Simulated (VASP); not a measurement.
Set up this calculation in VASP 6.6.1, as the native input.

* Task: single point
* Functional: r2SCAN
* Potentials or basis: VASP PAW PBE potentials, release 64 (Ga_d, N)
* Cutoff: 520 eV
* k mesh: 10 × 10 × 10
* Occupations: gaussian, width 0.02 eV
* Spin: no spin polarisation
* Dipole correction: no
* Further INCAR settings: ALGO = Normal; EDIFF = 1e-06; NBANDS = 16

GaN:

```
Ga N
1.0
     0.00000    2.29304    2.29304
     2.29304    0.00000    2.29304
     2.29304    2.29304    0.00000
Ga N
1 1
Direct
  0.00000 0.00000 0.00000
  0.75000 0.75000 0.75000
```

This cell differs from its parent crystal: volume scaled by 1.06.

One way to write it, as run:

POSCAR

```
GaN
1.0
    0.0000000000      2.2930447481      2.2930447481
    2.2930447481      0.0000000000      2.2930447481
    2.2930447481      2.2930447481      0.0000000000
Ga N
1 1
Direct
    0.0000000000      0.0000000000      0.0000000000
    0.7500000000      0.7500000000      0.7500000000
```

INCAR.step1

```
SYSTEM = GaN
ALGO = Normal
EDIFF = 1E-4
ENCUT = 520
GGA = PE
ISMEAR = 0
LASPH = .TRUE.
LCHARG = .FALSE.
LREAL = .FALSE.
LWAVE = .TRUE.
NBANDS = 16
NELM = 80
PREC = Accurate
SIGMA = 0.02
```

INCAR.step2

```
SYSTEM = GaN
ALGO = Normal
EDIFF = 1E-6
ENCUT = 520
ISIF = 2
ISMEAR = 0
ISTART = 1
LASPH = .TRUE.
LCHARG = .TRUE.
LELF = .TRUE.
LMIXTAU = .TRUE.
LREAL = .FALSE.
LVHAR = .TRUE.
LWAVE = .FALSE.
METAGGA = R2SCAN
NBANDS = 16
NELM = 80
PREC = Accurate
SIGMA = 0.02
```

KPOINTS

```
k-points
0
G
  10 10 10
  0 0 0
```

Potentials or basis: VASP PAW PBE potentials, release 64 (Ga_d, N).

Command:

```bash
$ cat potpaw_PBE.64/Ga_d/POTCAR potpaw_PBE.64/N/POTCAR > POTCAR
$ cp INCAR.step1 INCAR
$ mpirun -np 1 vasp_std > vasp.out
$ cp INCAR.step2 INCAR
$ mpirun -np 1 vasp_std > vasp.out
```

It gave:

* Pressure: -9.1 GPa
* Band gap on the k mesh: 1.77 eV, direct

Caveat: the PAW data sets were made with another functional, which shifts forces and pressure a little.

It took 29 s on 1 thread of Intel(R) Xeon(R) Platinum 8559C (Emerald Rapids) (shared host), peak memory 0.15 GiB.
